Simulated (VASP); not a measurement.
# Zr2WS4 (F-43m) in VASP: single point with PBE

Aim: the single point of Zr2WS4 with PBE.

All numbers are computed with VASP 6.6.1; they aren't measurements. Logs are shortened: lines on timing, memory, paths and dates and some standing lists are left out, and cuts for length are marked.

## (1) The cell of the first run

The structure is cubic, space group F-43m (No. 216). The conventional cell has a = 8.654 Å, b = 8.654 Å, c = 8.654 Å, α = 90.00°, β = 90.00°, γ = 90.00°. Within 3.2 Å of Zr (site symmetry -43m) lie 4 S at 2.45 Å. Within 4.6 Å of Zr (site symmetry -43m) lie 12 S at 3.53 Å and 4 W at 3.75 Å and 6 Zr at 4.33 Å. W (site symmetry -43m) has 12 S at 3.73 Å and 8 Zr at 3.75 Å within 4.9 Å. S (site symmetry 3m) has 3 S at 2.12 Å and 1 Zr at 2.45 Å within 2.8 Å.

The cell was built from a structure type or drawn by symmetry, and may not be a known phase.

## (2) Single point, PBE

File INCAR:

```
SYSTEM = Zr2WS4
PREC = Accurate
ENCUT = 520
EDIFF = 1E-7
ISMEAR = 0
SIGMA = 0.1
LREAL = .FALSE.
LASPH = .TRUE.
NELM = 100
ALGO = Normal
ISIF = 2
LWAVE = .FALSE.
LCHARG = .FALSE.
GGA = PE
NBANDS = 40
```

File KPOINTS:

```
Automatic mesh
0
G
  4 4 4
  0 0 0
```

File POSCAR:

```
Zr2WS4
1.0
    0.0000000000      4.3269700700      4.3269700700
    4.3269700700      0.0000000000      4.3269700700
    4.3269700700      4.3269700700      0.0000000000
Zr W S
2 1 4
Direct
    0.7500000000      0.7500000000      0.7500000000
    0.2500000000      0.2500000000      0.2500000000
    0.5000000000      0.5000000000      0.5000000000
    0.9131991700      0.9131991700      0.9131991700
    0.9131991700      0.9131991700      0.2604025000
    0.9131991700      0.2604025000      0.9131991700
    0.2604025000      0.9131991700      0.9131991700
```

Potentials or basis: VASP PAW PBE potentials, release 64 (Zr_sv, W_sv, S).

On the command line:

```sh
cat potpaw_PBE.64/Zr_sv/POTCAR potpaw_PBE.64/W_sv/POTCAR potpaw_PBE.64/S/POTCAR > POTCAR
mpirun -np 1 vasp_std > vasp.out
```

OUTCAR:

```text
SYSTEM = Zr2WS4
   PREC = Accurate
   ENCUT = 520
   EDIFF = 1E-7
   ISMEAR = 0
   LREAL = .FALSE.
   LASPH = .TRUE.
   NELM = 100
   ISIF = 2
   GGA = PE

 ion  position               nearest neighbor table
   1  0.750  0.750  0.750-   5 2.45   6 2.45   7 2.45   4 2.45
   2  0.250  0.250  0.250-
   3  0.500  0.500  0.500-
   4  0.913  0.913  0.913-   5 2.12   6 2.12   7 2.12   1 2.45
   5  0.913  0.913  0.260-   4 2.12   6 2.12   7 2.12   1 2.45
   6  0.913  0.260  0.913-   4 2.12   5 2.12   7 2.12   1 2.45
   7  0.260  0.913  0.913-   4 2.12   5 2.12   6 2.12   1 2.45

  LATTYP: Found a face centered cubic cell.
 ALAT       =     8.6539401400

  Lattice vectors:

 A1 = (   0.0000000000,   4.3269700700,   4.3269700700)
 A2 = (   4.3269700700,   0.0000000000,   4.3269700700)
 A3 = (   4.3269700700,   4.3269700700,   0.0000000000)

Analysis of symmetry for initial positions (statically):
=====================================================================
 Subroutine PRICEL returns:
 Original cell was already a primitive cell.

 Routine SETGRP: Setting up the symmetry group for a
 face centered cubic supercell.

 Subroutine GETGRP returns: Found 24 space group operations
 (whereof 24 operations were pure point group operations)
 out of a pool of 48 trial point group operations.

The static configuration has the point symmetry T_d .

Analysis of symmetry for dynamics (positions and initial velocities):
=====================================================================
 Subroutine PRICEL returns:
 Original cell was already a primitive cell.

 Routine SETGRP: Setting up the symmetry group for a
 face centered cubic supercell.

 Subroutine GETGRP returns: Found 24 space group operations
 (whereof 24 operations were pure point group operations)
 out of a pool of 48 trial point group operations.

The dynamic configuration has the point symmetry T_d .

 Subroutine INISYM returns: Found 24 space group operations
 (whereof 24 operations are pure point group operations),
 and found     1 'primitive' translations

----------------------------------------------------------------------------------------

                                     Primitive cell

  volume of cell :     162.0249

  direct lattice vectors                    reciprocal lattice vectors
     0.000000000  4.326970070  4.326970070    -0.115554301  0.115554301  0.115554301
     4.326970070  0.000000000  4.326970070     0.115554301 -0.115554301  0.115554301
     4.326970070  4.326970070  0.000000000     0.115554301  0.115554301 -0.115554301

  length of vectors
     6.119259757  6.119259757  6.119259757     0.200145920  0.200145920  0.200145920

  position of ions in fractional coordinates (direct lattice)
     0.750000000  0.750000000  0.750000000
     0.250000000  0.250000000  0.250000000
     0.500000000  0.500000000  0.500000000
     0.913199170  0.913199170  0.913199170
     0.913199170  0.913199170  0.260402500
     0.913199170  0.260402500  0.913199170
     0.260402500  0.913199170  0.913199170

  ion indices of the primitive-cell ions
   primitive index   ion index
                 1           1
                 2           2
                 3           3
                 4           4
                 5           5
                 6           6
                 7           7

----------------------------------------------------------------------------------------

 KPOINTS: Automatic mesh

Automatic generation of k-mesh.
 Grid dimensions read from file:
 generate k-points for:    4    4    4

 Generating k-lattice:

  Cartesian coordinates                     Fractional coordinates (reciprocal lattice)
    -0.028888575  0.028888575  0.028888575     0.250000000  0.000000000  0.000000000
     0.028888575 -0.028888575  0.028888575     0.000000000  0.250000000  0.000000000
     0.028888575  0.028888575 -0.028888575     0.000000000  0.000000000  0.250000000

  Length of vectors
     0.050036480  0.050036480  0.050036480

  Shift w.r.t. Gamma in fractional coordinates (k-lattice)
     0.000000000  0.000000000  0.000000000

 Subroutine IBZKPT returns following result:
 ===========================================

 Found      8 irreducible k-points:

 Following reciprocal coordinates:
            Coordinates               Weight
  0.000000  0.000000  0.000000      1.000000
  0.250000  0.000000  0.000000      8.000000
  0.500000  0.000000  0.000000      4.000000
  0.250000  0.250000  0.000000      6.000000
  0.500000  0.250000  0.000000     24.000000
 -0.250000  0.250000  0.000000     12.000000
  0.500000  0.500000  0.000000      3.000000
 -0.250000  0.500000  0.250000      6.000000
   k-points           NKPTS =      8   k-points in BZ     NKDIM =      8   number of bands    NBANDS=     40
   number of dos      NEDOS =    301   number of ions     NIONS =      7
   total plane-waves  NPLWV = 110592
   dimension x,y,z NGX =    48 NGY =   48 NGZ =   48
   dimension x,y,z NGXF=    96 NGYF=   96 NGZF=   96
   ions per type =               2   1   4
   NGX,Y,Z   is equivalent  to a cutoff of  13.04, 13.04, 13.04 a.u.
   NGXF,Y,Z  is equivalent  to a cutoff of  26.08, 26.08, 26.08 a.u.
 SYSTEM =  Zr2WS4
   PREC   = accura    normal or accurate (medium, high low for compatibility)
   ISTART =      0    job   : 0-new  1-cont  2-samecut
   ICHARG =      2    charge: 1-file 2-atom 10-const
   ISPIN  =      1    spin polarized calculation?
   LNONCOLLINEAR =      F non collinear calculations
   LSORBIT =      F    spin-orbit coupling
   LASPH  =      T    aspherical Exc in radial PAW
   ENCUT  =  520.0 eV  38.22 Ry    6.18 a.u.  11.38 11.38 11.38*2*pi/ulx,y,z
   NELM   =    100;   NELMIN=  2; NELMDL= -5     # of ELM steps
   EDIFF  = 0.1E-06   stopping-criterion for ELM
   LREAL  =      F    real-space projection
   EDIFFG = 0.1E-05   stopping-criterion for IOM
   NSW    =      0    number of steps for IOM
   IBRION =     -1    ionic relax: 0-MD 1-quasi-New 2-CG
   NFREE  =      0    steps in history (QN), initial steepest desc. (CG)
   ISIF   =      2    stress and relaxation
   ISYM   =      2    0-nonsym 1-usesym 2-fastsym
   POTIM  = 0.5000    time-step for ionic-motion
   TEBEG  =    0.0;   TEEND  =   0.0 temperature during run
   PSTRESS=    0.0 pullay stress
   NELECT =      62.0000    total number of electrons
   NUPDOWN=      -1.0000    fix difference up-down
   EMIN   =  10.00;   EMAX   =-10.00  energy-range for DOS
   EFERMI =   0.00;   METHOD = LEGACY
   ISMEAR =     0;   SIGMA  =   0.10  broadening in eV -4-tet -1-fermi 0-gaus
   EFERMI_NEDOS =   21; number of points for ismear=-14 and -15
   IALGO  =     38    algorithm
   IMIX   =      4    mixing-type and parameters
     AMIX     =   0.40;   BMIX     =  1.00
     AMIX_MAG =   1.60;   BMIX_MAG =  1.00
  volume/ion in A,a.u.               =      23.15       156.20
  Fermi-wavevector in a.u.,A,eV,Ry     =   1.188534  2.246003 19.219758  1.412612
  Thomas-Fermi vector in A             =   2.324661
   LORBIT       =      0    0 simple, 1 ext, 2 COOP (PROOUT), +10 PAW based schemes
   GGA     = PE    functional components
   LHFCALC =     F    Hartree Fock is set to
   AEXX    =    0.0000 exact exchange contribution
   IVDW    =     0    specifies the selected vdW correction
   LEPSILON=     F    determine dielectric tensor
   LRPA    =     F    only Hartree local field effects (RPA)
 non-spin polarized calculation
 Gauss-broadening in eV      SIGMA  =   0.10
  energy-cutoff  :      520.00
  volume of cell :      162.02
 maximum number of plane-waves:      4398
 NGX is ok and might be reduce to    48
   NGX = 23   NGY = 23   NGZ = 23

 number of electron      61.9999999 magnetization

 Free energy of the ion-electron system (eV)
  ---------------------------------------------------
  ext. energy  EPLUGINS =         0.00000000
  ---------------------------------------------------
  free energy    TOTEN  =       -34.51392652 eV

  energy without entropy =      -34.44759963  energy(sigma->0) =      -34.48076307

 E-fermi :   6.3891     XC(G=0): -10.0301

 val. band max:        6.2998692365   @ k =   0.2500   0.0000   0.0000
 cond. band min:       6.3931577942   @ k =   0.2500   0.0000   0.0000
 fundamental gap:      0.0932885577
 Fermi energy:         6.3890733110

 k-point     1 :       0.0000    0.0000    0.0000
  band No.  band energies     occupation
      1     -68.2028      2.00000
      2     -44.0027      2.00000
      3     -42.7352      2.00000
      4     -32.2874      2.00000
      5     -32.2874      2.00000
      6     -32.2874      2.00000
[... 32 lines left out ...]
     39       7.7259      0.00000
     40       8.1382      0.00000

 k-point     2 :       0.2500    0.0000    0.0000
  band No.  band energies     occupation
      1     -68.2028      2.00000
      2     -44.0027      2.00000
      3     -42.7352      2.00000
      4     -32.2874      2.00000
      5     -32.2874      2.00000
      6     -32.2874      2.00000
[... 32 lines left out ...]
     39       7.6478      0.00000
     40       8.6425      0.00000

 k-point     3 :       0.5000    0.0000    0.0000
  band No.  band energies     occupation
      1     -68.2028      2.00000
      2     -44.0027      2.00000
      3     -42.7352      2.00000
      4     -32.2874      2.00000
      5     -32.2874      2.00000
      6     -32.2874      2.00000
[... 32 lines left out ...]
     39       7.5216      0.00000
     40       8.2226      0.00000

 k-point     4 :       0.2500    0.2500    0.0000
  band No.  band energies     occupation
      1     -68.2028      2.00000
      2     -44.0027      2.00000
      3     -42.7352      2.00000
      4     -32.2874      2.00000
      5     -32.2874      2.00000
      6     -32.2874      2.00000
[... 32 lines left out ...]
     39       7.7853      0.00000
     40       7.8645      0.00000

 k-point     5 :       0.5000    0.2500    0.0000
  band No.  band energies     occupation
      1     -68.2028      2.00000
      2     -44.0027      2.00000
      3     -42.7352      2.00000
      4     -32.2874      2.00000
      5     -32.2874      2.00000
      6     -32.2874      2.00000
[... 32 lines left out ...]
     39       8.0356      0.00000
     40       8.3208      0.00000

 k-point     6 :      -0.2500    0.2500    0.0000
  band No.  band energies     occupation
      1     -68.2028      2.00000
      2     -44.0027      2.00000
      3     -42.7352      2.00000
      4     -32.2874      2.00000
      5     -32.2874      2.00000
      6     -32.2874      2.00000
[... 32 lines left out ...]
     39       8.3633      0.00000
     40       8.5748      0.00000

 k-point     7 :       0.5000    0.5000    0.0000
  band No.  band energies     occupation
      1     -68.2028      2.00000
      2     -44.0027      2.00000
      3     -42.7352      2.00000
      4     -32.2874      2.00000
      5     -32.2874      2.00000
      6     -32.2874      2.00000
[... 32 lines left out ...]
     39       7.7590      0.00000
     40       8.1294      0.00000

 k-point     8 :      -0.2500    0.5000    0.2500
  band No.  band energies     occupation
      1     -68.2028      2.00000
      2     -44.0027      2.00000
      3     -42.7352      2.00000
      4     -32.2874      2.00000
      5     -32.2874      2.00000
      6     -32.2874      2.00000
[... 32 lines left out ...]
     39       8.0091      0.00000
     40       8.1710      0.00000

------------------------ aborting loop because EDIFF is reached ----------------------------------------

  FORCE on cell =-STRESS in cart. coord.  units (eV):
  Direction    XX          YY          ZZ          XY          YZ          ZX
  --------------------------------------------------------------------------------------
  -------------------------------------------------------------------------------------
  Total        1.2918440      1.2918440      1.2918440      0.0000000      0.0000000      0.0000000
  in kB       12.7743549     12.7743549     12.7743549      0.0000000      0.0000000      0.0000000
  external PRESSURE =      12.7743549 kB  Pullay stress =       0.0000000 kB

 VOLUME and BASIS-vectors are now :
 -----------------------------------------------------------------------------
  energy-cutoff  :      520.00
  volume of cell :      162.02
      direct lattice vectors                 reciprocal lattice vectors
     0.000000000  4.326970070  4.326970070    -0.115554301  0.115554301  0.115554301
     4.326970070  0.000000000  4.326970070     0.115554301 -0.115554301  0.115554301
     4.326970070  4.326970070  0.000000000     0.115554301  0.115554301 -0.115554301

 POSITION                                       TOTAL-FORCE (eV/Angst)
 -----------------------------------------------------------------------------------
      6.49046      6.49046      6.49046        -0.000000     -0.000000     -0.000000
      2.16349      2.16349      2.16349        -0.000000     -0.000000     -0.000000
      4.32697      4.32697      4.32697        -0.000000     -0.000000     -0.000000
      7.90277      7.90277      7.90277        -3.896303     -3.896303     -3.896303
      5.07814      5.07814      7.90277         3.896303      3.896303     -3.896303
      5.07814      7.90277      5.07814         3.896303     -3.896303      3.896303
      7.90277      5.07814      5.07814        -3.896303      3.896303      3.896303
 -----------------------------------------------------------------------------------
    total drift:                               -0.000045     -0.000045     -0.000045

  FREE ENERGIE OF THE ION-ELECTRON SYSTEM (eV)
  ---------------------------------------------------
  free  energy   TOTEN  =       -34.5139265182 eV

  energy  without entropy=      -34.4475996296  energy(sigma->0) =      -34.48076307
```

It took 42 s on 1 thread of Intel Xeon 6975P-C (Granite Rapids), shared host; peak memory 0.34 GiB.

What came out:

```yaml
Free_energy: -34.5139 eV
Pressure: 1.3 GPa
Largest_force: 6.749 eV/Å
Band_gap_on_the_k_mesh: zero (bands 31 and 32 overlap by 0.47 eV)
```

Forces in eV/Å, atoms in the order of the input:
```
Zr   0.000  0.000  0.000
Zr   0.000  0.000  0.000
W    0.000  0.000  0.000
S   -3.896 -3.896 -3.896
S    3.896  3.896 -3.896
S    3.896 -3.896  3.896
S   -3.896  3.896  3.896
```

Levels at points of the mesh, in eV from the Fermi level:
```
           k point  band 27  band 28  band 29  band 30  band 31  band 32  band 33  band 34
(0.00, 0.00, 0.00)    -0.42    -0.42    -0.42     0.13     0.13     0.19     0.19     0.19
(0.50, 0.00, 0.00)    -1.08    -1.08     0.04     0.04     0.23     0.28     0.28     0.63
(0.50, 0.50, 0.00)    -1.24    -0.56    -0.56    -0.33    -0.25    -0.25    -0.25     0.28
```

Caveat: spin-orbit coupling is left out, which moves the levels of the heavy elements; forces of over 1 eV/Å act on the atoms, so gaps and moduli don't describe the material at rest.
